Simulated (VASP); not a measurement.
Here is a VASP 6.6.1 calculation.

The input INCAR:

```
PREC = Accurate ; ENCUT = 520
EDIFF = 1E-6 ; ISMEAR = 0
SIGMA = 0.01 ; LREAL = False
LASPH = True ; NELM = 100
ALGO = Normal ; ISIF = 2
LWAVE = False ; LCHARG = False
GGA = PE ; NBANDS = 16
```

Contents of KPOINTS:

```
Automatic mesh
0
Gamma
  4 4 4
```

POSCAR

```
GaAs
1.0
    0.0000000000      2.8330850955      2.7197616916
    2.8330850955      0.0000000000      2.7197616916
    2.8330850955      2.8330850955      0.0000000000
Ga As
1 1
Direct
    0.0000000000      0.0000000000      0.0000000000
    0.2500000000      0.2500000000      0.2500000000
```

Potentials or basis: VASP PAW PBE potentials, release 64 (Ga_d, As).

Launch:

```sh
$ cat potpaw_PBE.64/Ga_d/POTCAR potpaw_PBE.64/As/POTCAR > POTCAR
$ mpirun -np 1 vasp_std > vasp.out
```

Task: What does it give for the band gap on the k mesh?

Result: 0.61 eV, direct.

Task: Estimate the pressure.

Result: 6.5 GPa.

Stress tensor (GPa, compression positive):
```
5.80 0.00 0.00
0.00 5.80 0.00
0.00 0.00 8.05
```

Caveat: the k points lie up to 0.49 Å⁻¹ apart; the cell differs from its parent crystal (uniaxial z strain -4.0%). A k mesh can miss the band edges.
